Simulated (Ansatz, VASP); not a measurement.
## Zr3Ag: VASP beside Ansatz

```xyz
4
Lattice="4.5354 0.0000 0.0000 0.0000 4.5354 0.0000 0.0000 0.0000 3.9592" Properties=species:S:1:pos:R:3 pbc="T T T"
Zr    2.2677    2.2677    0.0000
Zr    0.0000    2.2677    1.9796
Zr    2.2677    0.0000    1.9796
Ag    0.0000    0.0000    0.0000
```

Change from the starting cell: volume scaled by 0.98, PAW files.

Alike in both runs: task electric field gradients; functional LDA; k mesh 7 × 7 × 8; occupations fermi-dirac, width 0.05 eV; no spin polarisation.

|  | VASP | Ansatz |
| --- | --- | --- |
| version | VASP 6.6.1 | Ansatz 0.2.0 |
| potentials or method | VASP PAW LDA potentials, release 64 (Zr_sv, Ag) | PAW with Ansatz's default frozen-core files, scalar-relativistic |
| plane-wave cutoff (eV) | 520 | 420 |
| valence electrons in the cell | 47 | 55 |

Ansatz gave:

| Quantity | Value |
| --- | --- |
| pressure (GPa) | -3.0 |
| traceless stress, the component that is largest in VASP (GPa) | 1.69 |
| size of Vzz on the site where it differs most (V/Å²) | 39.3 |

**Question.** What did VASP give for the same quantities?

**Answer.** Pressure (GPa): -2.8; traceless stress, the component that is largest in VASP (GPa): 1.67; size of Vzz on the site where it differs most (V/Å²): 45.6.

LDA's correlation is that of Perdew and Zunger in VASP and of Perdew and Wang (1992) in Ansatz. VASP's potentials hold 47 valence electrons a cell and Ansatz's 55, so a difference there can come from the potentials and not from the codes.
